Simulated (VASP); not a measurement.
Crystal: BaTiO3.

```
Ba Ti O
1.0
     3.99410    0.00000    0.00000
     0.00000    3.99410    0.00000
     0.00000    0.00000    3.99410
Ba Ti O
1 1 3
Direct
  0.00000 0.00000 0.00000
  0.50000 0.50000 0.50000
  0.50000 0.00000 0.50000
  0.50000 0.50000 0.00000
  0.00000 0.50000 0.50000
```

Base run:

* Program: VASP 6.6.1
* Functional: r2SCAN
* Potentials or basis: VASP PAW PBE potentials, release 64 (Ba_sv, Ti_sv, O)
* Cutoff: 520 eV
* k mesh: 6 × 6 × 6
* Occupations: gaussian, width 0.01 eV
* Spin: no spin polarisation

Its results: band gap on the k mesh 2.15 eV (least direct gap 2.30 eV); pressure 2.0 GPa.

Task: The run is repeated on the same cell with these changes: functional from r2SCAN to HSE06; k mesh from 6 × 6 × 6 to 4 × 4 × 4. What comes out?

Result: Band gap on the k mesh 3.14 eV (least direct gap 3.26 eV); pressure -0.6 GPa.

Several settings changed at once.

Caveats: the PAW data sets were made with another functional, which shifts forces and pressure a little; spin-orbit coupling is left out, which moves the levels of the heavy elements.

A k mesh can miss the band edges.
